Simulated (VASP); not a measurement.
# MgCd3Se4 (P-3m1) in VASP: relaxation of cell and atoms with PBE

Aim: the relaxation of cell and atoms of MgCd3Se4 with PBE.

Everything below comes from runs of VASP 6.6.1. Logs are shortened: lines on timing, memory, paths and dates and some standing lists are left out, and cuts for length are marked.

### 1 The cell of the first run

The structure is trigonal, space group P-3m1 (No. 164). The conventional cell has a = 4.313 Å, b = 4.313 Å, c = 12.339 Å, α = 90.00°, β = 90.00°, γ = 120.00°. Within 3.8 Å of Mg (site symmetry -3m) lie 6 Se at 2.91 Å and 2 Cd at 3.15 Å. Cd (site symmetry -3m) has 6 Se at 2.94 Å and 2 Cd at 3.02 Å within 3.9 Å. Within 3.8 Å of Cd (site symmetry 3m) lie 6 Se at 2.89 to 2.98 Å and 1 Cd at 3.02 Å and 1 Mg at 3.15 Å. Se (site symmetry 3m) has 3 Mg at 2.91 Å and 3 Cd at 2.98 Å and 6 Se at 3.92 to 3.98 Å within 4.0 Å. Se (site symmetry 3m) has 6 Cd at 2.89 to 2.94 Å within 3.8 Å.

The cell was built from a structure type or drawn by symmetry, and may not be a known phase.

### 2 Relaxation of cell and atoms, PBE

File INCAR:

```
SYSTEM = MgCd3Se4
  PREC = Accurate
  ENCUT = 600
  EDIFF = 1E-7
  ISMEAR = 0
  SIGMA = 0.15
  LREAL = .False.
  LASPH = .True.
  NELM = 120
  ALGO = Normal
  ISIF = 3
  LWAVE = .False.
  LCHARG = .False.
  GGA = PE
  IBRION = 2
  NSW = 36
  EDIFFG = -0.08
  GGA_COMPAT = .False.
  NELMIN = 4
```

File KPOINTS:

```
regular mesh
0
Gamma
  3 3 1
  0 0 0
```

File POSCAR:

```
MgCd3Se4
1.0
    4.3133236100      0.0000000000      0.0000000000
   -2.1566618000      3.7354478200      0.0000000000
    0.0000000000      0.0000000000     12.3388510600
Mg Cd Se
1 3 4
Direct
    0.0000000000      0.0000000000      0.0000000000
    0.0000000000      0.0000000000      0.5000000000
    0.0000000000      0.0000000000      0.2552560000
    0.0000000000      0.0000000000      0.7447440000
    0.3333333300      0.6666666700      0.8773520000
    0.3333333300      0.6666666700      0.3740980000
    0.6666666700      0.3333333300      0.1226480000
    0.6666666700      0.3333333300      0.6259020000
```

Potentials or basis: VASP PAW PBE potentials, release 64 (Mg, Cd, Se).

Launch:

```bash
cat potpaw_PBE.64/Mg/POTCAR potpaw_PBE.64/Cd/POTCAR potpaw_PBE.64/Se/POTCAR > POTCAR
mpirun -np 1 vasp_std > vasp.out
```

OUTCAR:

```text
SYSTEM = MgCd3Se4
   PREC = Accurate
   ENCUT = 600
   EDIFF = 1E-7
   ISMEAR = 0
   LREAL = .False.
   LASPH = .True.
   NELM = 120
   ISIF = 3
   GGA = PE
   IBRION = 2
   NSW = 36
   EDIFFG = -0.08
   NELMIN = 4

 ion  position               nearest neighbor table
   1  0.000  0.000  0.000-   5 2.91   7 2.91   5 2.91   7 2.91   7 2.91   5 2.91   3 3.15   4 3.15

   2  0.000  0.000  0.500-   8 2.94   6 2.94   8 2.94   6 2.94   8 2.94   6 2.94   3 3.02   4 3.02

   3  0.000  0.000  0.255-   6 2.89   6 2.89   6 2.89   7 2.98   7 2.98   7 2.98   2 3.02   1 3.15

   4  0.000  0.000  0.745-   8 2.89   8 2.89   8 2.89   5 2.98   5 2.98   5 2.98   2 3.02   1 3.15

   5  0.333  0.667  0.877-   1 2.91   1 2.91   1 2.91   4 2.98   4 2.98   4 2.98
   6  0.333  0.667  0.374-   3 2.89   3 2.89   3 2.89   2 2.94   2 2.94   2 2.94
   7  0.667  0.333  0.123-   1 2.91   1 2.91   1 2.91   3 2.98   3 2.98   3 2.98
   8  0.667  0.333  0.626-   4 2.89   4 2.89   4 2.89   2 2.94   2 2.94   2 2.94

  LATTYP: Found a hexagonal cell.
 ALAT       =     4.3133236100
 C/A-ratio  =     2.8606365243

  Lattice vectors:

 A1 = (   4.3133236100,   0.0000000000,   0.0000000000)
 A2 = (  -2.1566618000,   3.7354478200,   0.0000000000)
 A3 = (   0.0000000000,   0.0000000000,  12.3388510600)

Analysis of symmetry for initial positions (statically):
=====================================================================
 Subroutine PRICEL returns:
 Original cell was already a primitive cell.

 Routine SETGRP: Setting up the symmetry group for a
 hexagonal supercell.

 Subroutine GETGRP returns: Found 12 space group operations
 (whereof 12 operations were pure point group operations)
 out of a pool of 24 trial point group operations.

The static configuration has the point symmetry D_3d.

Analysis of symmetry for dynamics (positions and initial velocities):
=====================================================================
 Subroutine PRICEL returns:
 Original cell was already a primitive cell.

 Routine SETGRP: Setting up the symmetry group for a
 hexagonal supercell.

 Subroutine GETGRP returns: Found 12 space group operations
 (whereof 12 operations were pure point group operations)
 out of a pool of 24 trial point group operations.

The dynamic configuration has the point symmetry D_3d.

 Subroutine INISYM returns: Found 12 space group operations
 (whereof 12 operations are pure point group operations),
 and found     1 'primitive' translations

----------------------------------------------------------------------------------------

                                     Primitive cell

  volume of cell :     198.8060

  direct lattice vectors                    reciprocal lattice vectors
     4.313323610  0.000000000  0.000000000     0.231839781  0.133852760  0.000000000
    -2.156661800  3.735447820  0.000000000     0.000000000  0.267705520  0.000000000
     0.000000000  0.000000000 12.338851060     0.000000000  0.000000000  0.081044823

  length of vectors
     4.313323610  4.313323607 12.338851060     0.267705520  0.267705520  0.081044823

  position of ions in fractional coordinates (direct lattice)
     0.000000000  0.000000000  0.000000000
     0.000000000  0.000000000  0.500000000
     0.000000000  0.000000000  0.255256000
     0.000000000  0.000000000  0.744744000
     0.333333330  0.666666670  0.877352000
     0.333333330  0.666666670  0.374098000
     0.666666670  0.333333330  0.122648000
     0.666666670  0.333333330  0.625902000

  ion indices of the primitive-cell ions
   primitive index   ion index
                 1           1
                 2           2
                 3           3
                 4           4
                 5           5
                 6           6
                 7           7
                 8           8

----------------------------------------------------------------------------------------

 KPOINTS: regular mesh

Automatic generation of k-mesh.
 Grid dimensions read from file:
 generate k-points for:    3    3    1

 Generating k-lattice:

  Cartesian coordinates                     Fractional coordinates (reciprocal lattice)
     0.077279927  0.044617587  0.000000000     0.333333333  0.000000000  0.000000000
     0.000000000  0.089235173  0.000000000     0.000000000  0.333333333  0.000000000
     0.000000000  0.000000000  0.081044823     0.000000000  0.000000000  1.000000000

  Length of vectors
     0.089235173  0.089235173  0.081044823

  Shift w.r.t. Gamma in fractional coordinates (k-lattice)
     0.000000000  0.000000000  0.000000000

 Subroutine IBZKPT returns following result:
 ===========================================

 Found      3 irreducible k-points:

 Following reciprocal coordinates:
            Coordinates               Weight
  0.000000  0.000000  0.000000      1.000000
  0.333333  0.000000  0.000000      6.000000
  0.333333  0.333333  0.000000      2.000000
   k-points           NKPTS =      3   k-points in BZ     NKDIM =      3   number of bands    NBANDS=     37
   number of dos      NEDOS =    301   number of ions     NIONS =      8
   total plane-waves  NPLWV = 129600
   dimension x,y,z NGX =    36 NGY =   36 NGZ =  100
   dimension x,y,z NGXF=    72 NGYF=   72 NGZF=  200
   ions per type =               1   3   4
   NGX,Y,Z   is equivalent  to a cutoff of  13.88, 13.88, 13.47 a.u.
   NGXF,Y,Z  is equivalent  to a cutoff of  27.75, 27.75, 26.95 a.u.
 SYSTEM =  MgCd3Se4
   PREC   = accura    normal or accurate (medium, high low for compatibility)
   ISTART =      0    job   : 0-new  1-cont  2-samecut
   ICHARG =      2    charge: 1-file 2-atom 10-const
   ISPIN  =      1    spin polarized calculation?
   LNONCOLLINEAR =      F non collinear calculations
   LSORBIT =      F    spin-orbit coupling
   LASPH  =      T    aspherical Exc in radial PAW
   ENCUT  =  600.0 eV  44.10 Ry    6.64 a.u.   8.61  8.61 24.64*2*pi/ulx,y,z
   NELM   =    120;   NELMIN=  4; NELMDL= -5     # of ELM steps
   EDIFF  = 0.1E-06   stopping-criterion for ELM
   LREAL  =      F    real-space projection
   EDIFFG = -.8E-01   stopping-criterion for IOM
   NSW    =     36    number of steps for IOM
   IBRION =      2    ionic relax: 0-MD 1-quasi-New 2-CG
   NFREE  =      1    steps in history (QN), initial steepest desc. (CG)
   ISIF   =      3    stress and relaxation
   ISYM   =      2    0-nonsym 1-usesym 2-fastsym
   POTIM  = 0.5000    time-step for ionic-motion
   TEBEG  =    0.0;   TEEND  =   0.0 temperature during run
   PSTRESS=    0.0 pullay stress
   NELECT =      62.0000    total number of electrons
   NUPDOWN=      -1.0000    fix difference up-down
   EMIN   =  10.00;   EMAX   =-10.00  energy-range for DOS
   EFERMI =   0.00;   METHOD = LEGACY
   ISMEAR =     0;   SIGMA  =   0.15  broadening in eV -4-tet -1-fermi 0-gaus
   EFERMI_NEDOS =   21; number of points for ismear=-14 and -15
   IALGO  =     38    algorithm
   IMIX   =      4    mixing-type and parameters
     AMIX     =   0.40;   BMIX     =  1.00
     AMIX_MAG =   1.60;   BMIX_MAG =  1.00
  volume/ion in A,a.u.               =      24.85       167.70
  Fermi-wavevector in a.u.,A,eV,Ry     =   1.110186  2.097947 16.769344  1.232512
  Thomas-Fermi vector in A             =   2.246734
   LORBIT       =      0    0 simple, 1 ext, 2 COOP (PROOUT), +10 PAW based schemes
   GGA     = PE    functional components
   LHFCALC =     F    Hartree Fock is set to
   AEXX    =    0.0000 exact exchange contribution
   IVDW    =     0    specifies the selected vdW correction
   LEPSILON=     F    determine dielectric tensor
   LRPA    =     F    only Hartree local field effects (RPA)
 conjugate gradient relaxation of ions
 non-spin polarized calculation
 Gauss-broadening in eV      SIGMA  =   0.15
  energy-cutoff  :      600.00
  volume of cell :      198.81
 maximum number of plane-waves:      6667
 NGX is ok and might be reduce to    36
   NGX = 17   NGY = 17   NGZ = 49

--------------------------------------- Ionic step        1  -------------------------------------------

 number of electron      62.0000000 magnetization

 Free energy of the ion-electron system (eV)
  ---------------------------------------------------
  ext. energy  EPLUGINS =         0.00000000
  ---------------------------------------------------
  free energy    TOTEN  =       -21.90609691 eV

  energy without entropy =      -21.88032468  energy(sigma->0) =      -21.89321080

------------------------ aborting loop because EDIFF is reached ----------------------------------------

  FORCE on cell =-STRESS in cart. coord.  units (eV):
  Direction    XX          YY          ZZ          XY          YZ          ZX
  --------------------------------------------------------------------------------------
  -------------------------------------------------------------------------------------
  Total       -4.0112297     -4.0112297      1.1197838     -0.0000000     -0.0000000      0.0000000
  in kB      -32.3264989    -32.3264989      9.0243371     -0.0000000     -0.0000000      0.0000000
  external PRESSURE =     -18.5428869 kB  Pullay stress =       0.0000000 kB
[... 279 lines left out ...]
  energy  without entropy=      -22.1977236305  energy(sigma->0) =      -22.20783020

--------------------------------------- Ionic step        8  -------------------------------------------

 number of electron      61.9999990 magnetization

 Free energy of the ion-electron system (eV)
  ---------------------------------------------------
  ext. energy  EPLUGINS =         0.00000000
  ---------------------------------------------------
  free energy    TOTEN  =       -22.22186302 eV

  energy without entropy =      -22.20314556  energy(sigma->0) =      -22.21250429

 E-fermi :   2.3228     XC(G=0):  -9.6755

 val. band max:        2.1205162160   @ k =   0.3333   0.0000   0.0000
 cond. band min:       2.4064463522   @ k =   0.0000   0.0000   0.0000
 fundamental gap:      0.2859301363
 Fermi energy:         2.3228484643

 k-point     1 :       0.0000    0.0000    0.0000
  band No.  band energies     occupation
      1     -10.4767      2.00000
      2     -10.0770      2.00000
      3     -10.0419      2.00000
      4      -9.5256      2.00000
      5      -6.0034      2.00000
      6      -5.9495      2.00000
[... 29 lines left out ...]
     36       8.2794      0.00000
     37       8.2794      0.00000

 k-point     2 :       0.3333    0.0000    0.0000
  band No.  band energies     occupation
      1      -9.9372      2.00000
      2      -9.7740      2.00000
      3      -9.7373      2.00000
      4      -9.4712      2.00000
      5      -5.9864      2.00000
      6      -5.9535      2.00000
[... 29 lines left out ...]
     36       5.8904      0.00000
     37       7.8440      0.00000

 k-point     3 :       0.3333    0.3333    0.0000
  band No.  band energies     occupation
      1      -9.6538      2.00000
      2      -9.6538      2.00000
      3      -9.4671      2.00000
      4      -9.4671      2.00000
      5      -5.9848      2.00000
      6      -5.8734      2.00000
[... 64 lines left out ...]
  FREE ENERGIE OF THE ION-ELECTRON SYSTEM (eV)
  ---------------------------------------------------
  free  energy   TOTEN  =       -22.2218630172 eV

  energy  without entropy=      -22.2031455587  energy(sigma->0) =      -22.21250429

 reached required accuracy - stopping structural energy minimisation
```

Wall time 2.2 min (1 thread of Intel Xeon 6975P-C (Granite Rapids), shared host); peak memory 0.38 GiB.

Results:

```yaml
Free_energy: -22.2219 eV
Relaxed_volume: 23.71 Å³/atom
Relaxed_cell: a = 4.099 Å, b = 4.099 Å, c = 13.037 Å, α = 90.00°, β = 90.00°, γ = 120.00°
Space_group_after_relaxing_to_0.1_Å: P-3m1 (No. 164)
Energy_gained_by_relaxing: 39.5 meV/atom
Ionic_steps: 8
Pressure_after_relaxing: -0.3 GPa
Largest_force_after_relaxing: 0.064 eV/Å
Band_gap_on_the_k_mesh: 0.29 eV (least direct gap 0.30 eV)
```

Forces in eV/Å, atoms in the order of the input:
```
Mg   0.000  0.000  0.000
Cd   0.000  0.000  0.000
Cd   0.000  0.000 -0.064
Cd   0.000  0.000  0.064
Se   0.000  0.000  0.051
Se   0.000  0.000 -0.044
Se   0.000  0.000 -0.051
Se   0.000  0.000  0.044
```

Step by step:
```
step  energy change (eV)  largest force (eV/Å)  pressure (GPa)  volume (Å³)
   1              0.0000                0.3848           -1.85       198.81
   2             -0.1496                0.3559            0.24       190.58
   3             -0.1838                0.3542            1.64       184.82
   4             -0.2910                0.1937            0.59       187.13
   5             -0.3036                0.1247            0.22       188.17
   6             -0.3097                0.1040           -0.10       189.23
   7             -0.3118                0.0841           -0.44       190.42
   8             -0.3158                0.0643           -0.26       189.71
```

Final structure:
```xyz
8
Lattice="4.0991 0.0000 0.0000 -2.0496 3.5500 0.0000 0.0000 0.0000 13.0371" Properties=species:S:1:pos:R:3 pbc="T T T"
Mg    0.0000    0.0000    0.0000
Cd    0.0000    0.0000    6.5186
Cd    0.0000    0.0000    3.2244
Cd    0.0000    0.0000    9.8127
Se    0.0000    2.3666   11.5062
Se    0.0000    2.3666    4.8679
Se    2.0496    1.1833    1.5310
Se    2.0496    1.1833    8.1693
```

Caveat: the k points lie up to 0.59 Å⁻¹ apart in the final cell; an odd mesh through Γ misses points on the zone boundary, where band edges can lie; the relaxation stopped at a loose force limit of 0.08 eV/Å, so its end isn't a converged minimum.
